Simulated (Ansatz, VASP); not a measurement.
## Na: VASP beside Ansatz

INCAR

```
SYSTEM = Na
  PREC = Accurate
  ENCUT = 520
  EDIFF = 1E-7
  ISMEAR = 0
  SIGMA = 0.15
  LREAL = .False.
  LASPH = .True.
  NELM = 60
  ALGO = Normal
  ISIF = 2
  LWAVE = .False.
  LCHARG = .False.
  GGA = PE
  NBANDS = 14
```

Contents of KPOINTS:

```
regular mesh
0
Gamma
  15 15 8
  0 0 0
```

The input POSCAR:

```
Na
1.0
    3.6728259727      0.0000000000      0.0000000000
   -1.8364129863      3.1807605960      0.0000000000
    0.0000000000      0.0000000000      6.1540000000
Na
2
Direct
    0.3333333333      0.6666666667      0.2500000000
    0.6666666667      0.3333333333      0.7500000000
```

Input for Ansatz:

```yaml
crystal:
  lattice:
    - [3.6728259727, 0.0, 0.0]
    - [-1.8364129863, 3.180760596, 0.0]
    - [0.0, 0.0, 6.154]
  atoms:
    - { symbol: Na, position: [0.3333333333, 0.6666666667, 0.25] }
    - { symbol: Na, position: [0.6666666667, 0.3333333333, 0.75] }
basis:
  ecutwfc: 420
kpoints:
  mp_grid: { grid: [15, 15, 8] }
hamiltonian:
  xc: pbe
scf:
  occupations: { method: gaussian, width: 0.15 }
output:
  forces: true
  stress: true
  eigenvalues: true
```

Change from the starting cell: strain -0.025 along x and y, +0.000 along z, atoms carried along.

Alike in both runs: task single point; functional PBE; k mesh 15 × 15 × 8; occupations gaussian, width 0.15 eV; no spin polarisation.

```csv
,VASP,Ansatz
version,VASP 6.6.1,Ansatz 0.2.0
potentials or method,"VASP PAW PBE potentials, release 64 (Na_pv), cutoff 520 eV","scalar-relativistic, plane waves, PAW"
valence electrons in the cell,14,18
```

```tsv
	VASP	Ansatz	Ansatz less VASP
gap on the k mesh at the Fermi level (eV)	none	none	-
pressure (GPa)	0.3	0.3	0.00
traceless stress, the component that is largest in VASP (GPa)	-0.21	-0.21	-0.002
```

A gap of «none» marks a metal or a gap that the smearing closes. VASP's potentials hold 14 valence electrons a cell and Ansatz's 18, so a difference there can come from the potentials and not from the codes.
